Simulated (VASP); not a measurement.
# Y2Sn (P6_3/mmc) in VASP: a series of runs

Runs on Y2Sn. Level: r2SCAN. Tasks: single point.

Everything below comes from runs of VASP 6.6.1. Logs are shortened: lines on timing, memory, paths and dates and some standing lists are left out, and cuts for length are marked.

## Step 1: The cell of the first run

Symmetry: P6_3/mmc, No. 194, hexagonal system. The conventional cell has a = 5.404 Å, b = 5.404 Å, c = 6.550 Å, α = 90.00°, β = 90.00°, γ = 120.00°. Y (site symmetry -6m2) has 5 Sn at 3.12 to 3.27 Å and 6 Y at 3.52 Å within 4.1 Å. Within 4.3 Å of Y (site symmetry -3m) lie 8 Y at 3.27 to 3.52 Å and 6 Sn at 3.52 Å. Sn (site symmetry -6m2) has 11 Y at 3.12 to 3.52 Å within 4.1 Å.

## Step 2: Single point, r2SCAN

Input file POSCAR:

```
Y2Sn
1.0
    5.4036677880      0.0000000000      0.0000000000
   -2.7018338940      4.6797135780      0.0000000000
    0.0000000000      0.0000000000      6.5496450290
Y Sn
4 2
Direct
    0.3333333333      0.6666666667      0.7500000000
    0.6666666667      0.3333333333      0.2500000000
    0.0000000000      0.0000000000      0.0000000000
    0.0000000000      0.0000000000      0.5000000000
    0.3333333333      0.6666666667      0.2500000000
    0.6666666667      0.3333333333      0.7500000000
```

Input file INCAR.step1:

```
SYSTEM = Y2Sn
PREC = Accurate ; ENCUT = 520
ISMEAR = -5 ; SIGMA = 0.1
LREAL = .False. ; LASPH = .True.
NELM = 80 ; NBANDS = 45
GGA = PE ; ALGO = Normal
EDIFF = 1E-4 ; LWAVE = .True.
LCHARG = .False.
```

Input file INCAR.step2:

```
SYSTEM = Y2Sn
PREC = Accurate ; ENCUT = 520
EDIFF = 1E-6 ; ISMEAR = -5
SIGMA = 0.1 ; LREAL = .False.
LASPH = .True. ; NELM = 80
ALGO = Normal ; ISIF = 2
LWAVE = .False. ; LCHARG = .True.
METAGGA = R2SCAN ; LMIXTAU = .True.
LELF = .True. ; LVHAR = .True.
NBANDS = 45 ; ISTART = 1
```

Input file KPOINTS:

```
regular mesh
0
Gamma
  4 4 3
  0 0 0
```

Potentials or basis: VASP PAW PBE potentials, release 64 (Y_sv, Sn_d).

Started as:

```console
$ cat potpaw_PBE.64/Y_sv/POTCAR potpaw_PBE.64/Sn_d/POTCAR > POTCAR
$ cp INCAR.step1 INCAR
$ mpirun -np 1 vasp_std > vasp.out
$ cp INCAR.step2 INCAR
$ mpirun -np 1 vasp_std > vasp.out
```

OUTCAR:

```text
SYSTEM = Y2Sn
   PREC = Accurate
   ENCUT = 520
   EDIFF = 1E-6
   ISMEAR = -5
   LREAL = .False.
   LASPH = .True.
   NELM = 80
   ISIF = 2
   METAGGA = R2SCAN
   ISTART = 1

 ion  position               nearest neighbor table
   1  0.333  0.667  0.750-   6 3.12   6 3.12   6 3.12   5 3.27   5 3.27   3 3.52   4 3.52   4 3.52
                             3 3.52   4 3.52   3 3.52
   2  0.667  0.333  0.250-   5 3.12   5 3.12   5 3.12   6 3.27   6 3.27   3 3.52   4 3.52   3 3.52
                             4 3.52   3 3.52   4 3.52
   3  0.000  0.000  0.000-   4 3.27   4 3.27   1 3.52   5 3.52   6 3.52   2 3.52   1 3.52   5 3.52
                             2 3.52   6 3.52   2 3.52   6 3.52   1 3.52   5 3.52
   4  0.000  0.000  0.500-   3 3.27   3 3.27   1 3.52   5 3.52   6 3.52   2 3.52   1 3.52   5 3.52
                             2 3.52   6 3.52   2 3.52   6 3.52   1 3.52   5 3.52
   5  0.333  0.667  0.250-   2 3.12   2 3.12   2 3.12   1 3.27   1 3.27   3 3.52   4 3.52   4 3.52
                             3 3.52   4 3.52   3 3.52
   6  0.667  0.333  0.750-   1 3.12   1 3.12   1 3.12   2 3.27   2 3.27   3 3.52   4 3.52   3 3.52
                             4 3.52   3 3.52   4 3.52

  LATTYP: Found a hexagonal cell.
 ALAT       =     5.4036677880
 C/A-ratio  =     1.2120739627

  Lattice vectors:

 A1 = (   5.4036677880,   0.0000000000,   0.0000000000)
 A2 = (  -2.7018338940,   4.6797135780,   0.0000000000)
 A3 = (   0.0000000000,   0.0000000000,   6.5496450290)

Analysis of symmetry for initial positions (statically):
=====================================================================
 Subroutine PRICEL returns:
 Original cell was already a primitive cell.

 Routine SETGRP: Setting up the symmetry group for a
 hexagonal supercell.

 Subroutine GETGRP returns: Found 24 space group operations
 (whereof 12 operations were pure point group operations)
 out of a pool of 24 trial point group operations.

The static configuration has the point symmetry D_3d.
 The point group associated with its full space group is D_6h.

Analysis of symmetry for dynamics (positions and initial velocities):
=====================================================================
 Subroutine PRICEL returns:
 Original cell was already a primitive cell.

 Routine SETGRP: Setting up the symmetry group for a
 hexagonal supercell.

 Subroutine GETGRP returns: Found 24 space group operations
 (whereof 12 operations were pure point group operations)
 out of a pool of 24 trial point group operations.

The dynamic configuration has the point symmetry D_3d.
 The point group associated with its full space group is D_6h.

 Subroutine INISYM returns: Found 24 space group operations
 (whereof 12 operations are pure point group operations),
 and found     1 'primitive' translations

----------------------------------------------------------------------------------------

                                     Primitive cell

  volume of cell :     165.6249

  direct lattice vectors                    reciprocal lattice vectors
     5.403667788  0.000000000  0.000000000     0.185059489  0.106844146  0.000000000
    -2.701833894  4.679713578  0.000000000     0.000000000  0.213688292  0.000000000
     0.000000000  0.000000000  6.549645029     0.000000000  0.000000000  0.152680030

  length of vectors
     5.403667788  5.403667788  6.549645029     0.213688292  0.213688292  0.152680030

  position of ions in fractional coordinates (direct lattice)
     0.333333333  0.666666667  0.750000000
     0.666666667  0.333333333  0.250000000
     0.000000000  0.000000000  0.000000000
     0.000000000  0.000000000  0.500000000
     0.333333333  0.666666667  0.250000000
     0.666666667  0.333333333  0.750000000

  ion indices of the primitive-cell ions
   primitive index   ion index
                 1           1
                 2           2
                 3           3
                 4           4
                 5           5
                 6           6

----------------------------------------------------------------------------------------

 KPOINTS: regular mesh

Automatic generation of k-mesh.
 Grid dimensions read from file:
 generate k-points for:    4    4    3

 Generating k-lattice:

  Cartesian coordinates                     Fractional coordinates (reciprocal lattice)
     0.046264872  0.026711036  0.000000000     0.250000000  0.000000000  0.000000000
     0.000000000  0.053422073  0.000000000     0.000000000  0.250000000  0.000000000
     0.000000000  0.000000000  0.050893343     0.000000000  0.000000000  0.333333333

  Length of vectors
     0.053422073  0.053422073  0.050893343

  Shift w.r.t. Gamma in fractional coordinates (k-lattice)
     0.000000000  0.000000000  0.000000000

 TETIRR: Found     46 inequivalent tetrahedra from      288

 Subroutine IBZKPT returns following result:
 ===========================================

 Found      8 irreducible k-points:

 Following reciprocal coordinates:
            Coordinates               Weight
  0.000000  0.000000  0.000000      1.000000
  0.250000  0.000000  0.000000      6.000000
  0.500000  0.000000  0.000000      3.000000
  0.250000  0.250000  0.000000      6.000000
  0.000000  0.000000  0.333333      2.000000
  0.250000  0.000000  0.333333     12.000000
  0.500000  0.000000  0.333333      6.000000
  0.250000  0.250000  0.333333     12.000000
   k-points           NKPTS =      8   k-points in BZ     NKDIM =      8   number of bands    NBANDS=     45
   number of dos      NEDOS =    301   number of ions     NIONS =      6
   total plane-waves  NPLWV =  80000
   dimension x,y,z NGX =    40 NGY =   40 NGZ =   50
   dimension x,y,z NGXF=    80 NGYF=   80 NGZF=  100
   ions per type =               4   2
   NGX,Y,Z   is equivalent  to a cutoff of  12.31, 12.31, 12.69 a.u.
   NGXF,Y,Z  is equivalent  to a cutoff of  24.61, 24.61, 25.38 a.u.
 SYSTEM =  Y2Sn
   PREC   = accura    normal or accurate (medium, high low for compatibility)
   ISTART =      1    job   : 0-new  1-cont  2-samecut
   ICHARG =      0    charge: 1-file 2-atom 10-const
   ISPIN  =      1    spin polarized calculation?
   LNONCOLLINEAR =      F non collinear calculations
   LSORBIT =      F    spin-orbit coupling
   LASPH  =      T    aspherical Exc in radial PAW
   ENCUT  =  520.0 eV  38.22 Ry    6.18 a.u.  10.05 10.05 12.18*2*pi/ulx,y,z
   NELM   =     80;   NELMIN=  2; NELMDL=  0     # of ELM steps
   EDIFF  = 0.1E-05   stopping-criterion for ELM
   LREAL  =      F    real-space projection
   EDIFFG = 0.1E-04   stopping-criterion for IOM
   NSW    =      0    number of steps for IOM
   IBRION =     -1    ionic relax: 0-MD 1-quasi-New 2-CG
   NFREE  =      0    steps in history (QN), initial steepest desc. (CG)
   ISIF   =      2    stress and relaxation
   ISYM   =      2    0-nonsym 1-usesym 2-fastsym
   POTIM  = 0.5000    time-step for ionic-motion
   TEBEG  =    0.0;   TEEND  =   0.0 temperature during run
   PSTRESS=    0.0 pullay stress
   NELECT =      72.0000    total number of electrons
   NUPDOWN=      -1.0000    fix difference up-down
   EMIN   =  10.00;   EMAX   =-10.00  energy-range for DOS
   EFERMI =   0.00;   METHOD = LEGACY
   ISMEAR =    -5;   SIGMA  =   0.10  broadening in eV -4-tet -1-fermi 0-gaus
   EFERMI_NEDOS =   21; number of points for ismear=-14 and -15
   IALGO  =     38    algorithm
   IMIX   =      4    mixing-type and parameters
     AMIX     =   0.40;   BMIX     =  1.00
     AMIX_MAG =   1.60;   BMIX_MAG =  1.00
  volume/ion in A,a.u.               =      27.60       186.28
  Fermi-wavevector in a.u.,A,eV,Ry     =   1.240158  2.343559 20.925658  1.537992
  Thomas-Fermi vector in A             =   2.374611
   LORBIT       =      0    0 simple, 1 ext, 2 COOP (PROOUT), +10 PAW based schemes
   METAGGA = R2SCAN    functional components
   LHFCALC =     F    Hartree Fock is set to
   AEXX    =    0.0000 exact exchange contribution
   IVDW    =     0    specifies the selected vdW correction
   LEPSILON=     F    determine dielectric tensor
   LRPA    =     F    only Hartree local field effects (RPA)
 non-spin polarized calculation
 Fermi weights with tetrahedron method with Bloechl corrections
  energy-cutoff  :      520.00
  volume of cell :      165.62
 maximum number of plane-waves:      4480
   NGX = 21   NGY = 21   NGZ = 25

 number of electron      72.0000002 magnetization

 Free energy of the ion-electron system (eV)
  ---------------------------------------------------
  ext. energy  EPLUGINS =         0.00000000
  ---------------------------------------------------
  free energy    TOTEN  =      -134.49926775 eV

  energy without entropy =     -134.49926775  energy(sigma->0) =     -134.49926775

 E-fermi :   5.5101     XC(G=0): -10.9049

 val. band max:        5.4427327892   @ k =   0.5000   0.0000   0.0000
 cond. band min:       5.4599420416   @ k =   0.0000   0.0000   0.3333
 fundamental gap:      0.0172092524
 Fermi energy:         5.5100936597

 k-point     1 :       0.0000    0.0000    0.0000
  band No.  band energies     occupation
      1     -38.8852      2.00000
      2     -38.8599      2.00000
      3     -38.7772      2.00000
      4     -38.7313      2.00000
      5     -18.5036      2.00000
      6     -18.4079      2.00000
[... 37 lines left out ...]
     44       8.5030      0.00000
     45       9.2394      0.00000

 k-point     2 :       0.2500    0.0000    0.0000
  band No.  band energies     occupation
      1     -38.8763      2.00000
      2     -38.8602      2.00000
      3     -38.7857      2.00000
      4     -38.7312      2.00000
      5     -18.5585      2.00000
      6     -18.4304      2.00000
[... 37 lines left out ...]
     44       7.9733      0.00000
     45       8.3177      0.00000

 k-point     3 :       0.5000    0.0000    0.0000
  band No.  band energies     occupation
      1     -38.8640      2.00000
      2     -38.8619      2.00000
      3     -38.7962      2.00000
      4     -38.7311      2.00000
      5     -18.5954      2.00000
      6     -18.4488      2.00000
[... 37 lines left out ...]
     44       7.9638      0.00000
     45       8.6099      0.00000

 k-point     4 :       0.2500    0.2500    0.0000
  band No.  band energies     occupation
      1     -38.8651      2.00000
      2     -38.8608      2.00000
      3     -38.7962      2.00000
      4     -38.7311      2.00000
      5     -18.5887      2.00000
      6     -18.4244      2.00000
[... 37 lines left out ...]
     44       8.0617      0.00000
     45       8.1476      0.00000

 k-point     5 :       0.0000    0.0000    0.3333
  band No.  band energies     occupation
      1     -38.8773      2.00000
      2     -38.8648      2.00000
      3     -38.7674      2.00000
      4     -38.7443      2.00000
      5     -18.3792      2.00000
      6     -18.3792      2.00000
[... 37 lines left out ...]
     44       8.8150      0.00000
     45       8.8166      0.00000

 k-point     6 :       0.2500    0.0000    0.3333
  band No.  band energies     occupation
      1     -38.8710      2.00000
      2     -38.8631      2.00000
      3     -38.7735      2.00000
      4     -38.7461      2.00000
      5     -18.4326      2.00000
      6     -18.3957      2.00000
[... 37 lines left out ...]
     44       8.0963      0.00000
     45       8.2849      0.00000

 k-point     7 :       0.5000    0.0000    0.3333
  band No.  band energies     occupation
      1     -38.8630      2.00000
      2     -38.8621      2.00000
      3     -38.7805      2.00000
      4     -38.7479      2.00000
      5     -18.4652      2.00000
      6     -18.4097      2.00000
[... 37 lines left out ...]
     44       8.1536      0.00000
     45       8.1883      0.00000

 k-point     8 :       0.2500    0.2500    0.3333
  band No.  band energies     occupation
      1     -38.8636      2.00000
      2     -38.8615      2.00000
      3     -38.7805      2.00000
      4     -38.7479      2.00000
      5     -18.4559      2.00000
      6     -18.4256      2.00000
[... 37 lines left out ...]
     44       8.3449      0.00000
     45       8.3898      0.00000

------------------------ aborting loop because EDIFF is reached ----------------------------------------

  FORCE on cell =-STRESS in cart. coord.  units (eV):
  Direction    XX          YY          ZZ          XY          YZ          ZX
  --------------------------------------------------------------------------------------
  -------------------------------------------------------------------------------------
  Total        0.0064736      0.0064736     -0.0500192      0.0000000      0.0000000      0.0000000
  in kB        0.0626227      0.0626227     -0.4838626      0.0000000      0.0000000      0.0000000
  external PRESSURE =      -0.1195391 kB  Pullay stress =       0.0000000 kB

 VOLUME and BASIS-vectors are now :
 -----------------------------------------------------------------------------
  energy-cutoff  :      520.00
  volume of cell :      165.62
      direct lattice vectors                 reciprocal lattice vectors
     5.403667788  0.000000000  0.000000000     0.185059489  0.106844146  0.000000000
    -2.701833894  4.679713578  0.000000000     0.000000000  0.213688292  0.000000000
     0.000000000  0.000000000  6.549645029     0.000000000  0.000000000  0.152680030

 POSITION                                       TOTAL-FORCE (eV/Angst)
 -----------------------------------------------------------------------------------
     -0.00000      3.11981      4.91223         0.000000     -0.000000     -0.000000
      2.70183      1.55990      1.63741        -0.000000      0.000000     -0.000000
      0.00000      0.00000      0.00000         0.000000     -0.000000      0.000000
      0.00000      0.00000      3.27482         0.000000     -0.000000      0.000000
     -0.00000      3.11981      1.63741        -0.000000     -0.000000      0.000000
      2.70183      1.55990      4.91223         0.000000      0.000000      0.000000
 -----------------------------------------------------------------------------------
    total drift:                               -0.000000      0.000000     -0.000000

  FREE ENERGIE OF THE ION-ELECTRON SYSTEM (eV)
  ---------------------------------------------------
  free  energy   TOTEN  =      -134.4992677540 eV

  energy  without entropy=     -134.4992677540  energy(sigma->0) =     -134.49926775
```

Wall time 5.2 min (1 thread of Intel Xeon Platinum 8259CL at 2.50GHz (Skylake/Cascade Lake), shared host); peak memory 0.32 GiB.

What came out:

```yaml
Free_energy: -134.4993 eV
Pressure: 0.0 GPa
Band_gap_on_the_k_mesh: zero (bands 36 and 37 overlap by 0.37 eV)
```

Caveat: the PAW data sets were made with another functional, which shifts forces and pressure a little; spin-orbit coupling is left out, which moves the levels of the heavy elements; tetrahedron occupations give inexact forces and stress in metals.

## Step 3: Single point, r2SCAN

POSCAR, as its differences from that of step 2:

```diff
@@ -2,5 +2,5 @@
 1.0
-    5.4036677880      0.0000000000      0.0000000000
-   -2.7018338940      4.6797135780      0.0000000000
-    0.0000000000      0.0000000000      6.5496450290
+    5.3962269066      0.0000000000      0.0000000000
+   -2.6981134533      4.6732695857      0.0000000000
+    0.0000000000      0.0000000000      6.5694141956
 Y Sn
```

Input file INCAR.step1:

```
SYSTEM = Y2Sn
PREC = Accurate
ENCUT = 520
ISMEAR = -1
SIGMA = 0.05
LREAL = .FALSE.
LASPH = .TRUE.
NELM = 100
NBANDS = 45
GGA = PE
ALGO = Normal
EDIFF = 1E-4
LWAVE = .TRUE.
LCHARG = .FALSE.
```

Input file INCAR.step2:

```
SYSTEM = Y2Sn
PREC = Accurate
ENCUT = 520
EDIFF = 1E-7
ISMEAR = -1
SIGMA = 0.05
LREAL = .FALSE.
LASPH = .TRUE.
NELM = 100
ALGO = Normal
ISIF = 2
LWAVE = .FALSE.
LCHARG = .TRUE.
METAGGA = R2SCAN
LMIXTAU = .TRUE.
LELF = .TRUE.
LVHAR = .TRUE.
NBANDS = 45
ISTART = 1
```

Input file KPOINTS:

```
Automatic mesh
0
G
  6 6 4
  0 0 0
```

Potentials or basis: VASP PAW PBE potentials, release 64 (Y_sv, Sn_d).

Started as:

```console
$ cat potpaw_PBE.64/Y_sv/POTCAR potpaw_PBE.64/Sn_d/POTCAR > POTCAR
$ cp INCAR.step1 INCAR
$ mpirun -np 1 vasp_std > vasp.out
$ cp INCAR.step2 INCAR
$ mpirun -np 1 vasp_std > vasp.out
```

It took 18 min on 1 thread of Intel Xeon 8259CL, shared host; peak memory 0.39 GiB.

Results (log left out):

| Item | Value |
| --- | --- |
| Free energy | -134.5015 eV |
| Pressure | 0.0 GPa |
| Band gap on the k mesh | zero (bands 36 and 37 overlap by 0.65 eV) |

Levels at points of the mesh, in eV from the Fermi level:
| k point | band 32 | band 33 | band 34 | band 35 | band 36 | band 37 | band 38 | band 39 | band 40 | band 41 |
| --- | --- | --- | --- | --- | --- | --- | --- | --- | --- | --- |
| (0.00, 0.00, 0.00) | -1.66 | -1.66 | -1.16 | -0.55 | -0.55 | -0.33 | -0.33 | 1.00 | 1.53 | 2.36 |
| (0.50, 0.00, 0.00) | -2.10 | -1.96 | -1.71 | -1.46 | -0.08 | 0.18 | 0.65 | 0.91 | 1.23 | 1.44 |
| (0.00, 0.00, 0.50) | -2.55 | -2.46 | -2.46 | -0.03 | -0.03 | -0.03 | -0.03 | 0.62 | 0.62 | 3.10 |
| (0.50, 0.00, 0.50) | -1.96 | -1.94 | -1.94 | -0.18 | -0.18 | 0.32 | 0.32 | 1.18 | 1.18 | 1.79 |

Caveat: the PAW data sets were made with another functional, which shifts forces and pressure a little; spin-orbit coupling is left out, which moves the levels of the heavy elements.
